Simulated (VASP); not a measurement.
A run of VASP 6.6.1 is set up as follows.

INCAR

```
PREC = Accurate
ENCUT = 520
EDIFF = 1E-6
ISMEAR = 0
SIGMA = 0.05
LREAL = F
LASPH = T
NELM = 60
ALGO = Normal
ISIF = 2
LWAVE = F
LCHARG = F
NBANDS = 56
```

KPOINTS

```
regular mesh
0
Gamma
  6 6 3
```

The input POSCAR:

```
HfO2
1.0
   -2.5575000000     -2.5575000000      0.0000000000
    2.5575000000     -2.5575000000      0.0000000000
    0.0000000000      0.0000000000     16.2300000000
Hf O
4 8
Direct
    0.0000000000      0.0000000000      0.5909195933
    0.5000000000      0.5000000000      0.1181839187
    0.0000000000      0.0000000000      0.2757624769
    0.5000000000      0.5000000000      0.4333410351
    0.5000000000      0.0000000000      0.0393946396
    0.0000000000      0.5000000000      0.1969731978
    0.5000000000      0.0000000000      0.3545517560
    0.0000000000      0.5000000000      0.5121303142
    0.5000000000      0.0000000000      0.1969731978
    0.0000000000      0.5000000000      0.3545517560
    0.5000000000      0.0000000000      0.5121303142
    0.0000000000      0.5000000000      0.0393946396
```

Potentials or basis: VASP PAW LDA potentials, release 64 (Hf_pv, O).

The run is started by

```bash
$ cat potpaw_LDA.64/Hf_pv/POTCAR potpaw_LDA.64/O/POTCAR > POTCAR
$ mpirun -np 1 vasp_std > vasp.out
```

Question: Predict the band gap on the k mesh.

Answer: Zero (band 44 reaches 1.00 eV, above the bottom of band 45 at 0.51 eV).

Question: Estimate the largest force.

Answer: 3.950 eV/Å.

Question: Predict the pressure.

Answer: -15.0 GPa.

Forces on the atoms (eV/Å):
```
Hf   0.000  0.000 -3.950
Hf   0.000  0.000 -2.454
Hf   0.000  0.000 -2.446
Hf   0.000  0.000 -2.186
O    0.000  0.000  1.247
O    0.000  0.000  1.348
O    0.000  0.000  1.248
O    0.000  0.000  1.674
O    0.000  0.000  1.348
O    0.000  0.000  1.248
O    0.000  0.000  1.674
O    0.000  0.000  1.247
```

Caveat: spin-orbit coupling is left out, which moves the levels of the heavy elements; forces of over 1 eV/Å act on the atoms, so gaps and moduli don't describe the material at rest.
